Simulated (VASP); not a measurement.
Runs of VASP 6.6.1 on BN (Qingsongite). It takes space group F-43m (No. 216, cubic). The conventional cell has a = 3.610 Å, b = 3.610 Å, c = 3.610 Å, α = 90.00°, β = 90.00°, γ = 90.00°. Within 2.1 Å of B (site symmetry -43m) lie 4 N at 1.56 Å. N (site symmetry -43m) has 4 B at 1.56 Å within 2.1 Å. 

| level | k mesh | grid for exact exchange (PRECFOCK) | screening parameter | gap on the mesh (eV) | pressure (GPa) |
| --- | --- | --- | --- | --- | --- |
| PBE | 8 × 8 × 8 | - | - | 4.46 | 5.0 |
| r2SCAN | 8 × 8 × 8 | - | - | 4.98 | 1.1 |
| PBE0 | 8 × 8 × 8 | Normal | - | 6.55 | -3.9 |
| HSE06 | 8 × 8 × 8 | Normal | 0.2079 1/Å | (a) | -3.9 |
| PBE | 12 × 12 × 12 | - | - | 4.46 | 5.0 |

Alike in all rows: task single point; potentials or basis VASP PAW PBE potentials, release 64 (B, N); no spin polarisation; cell as given; cutoff (eV) 520; smearing gaussian 0.01 eV.

Problem. Estimate the missing entries.

Solution. (a) 5.78.

Caveats: the PAW data sets were made with another functional, which shifts forces and pressure a little (some runs).

A k mesh can miss the band edges.
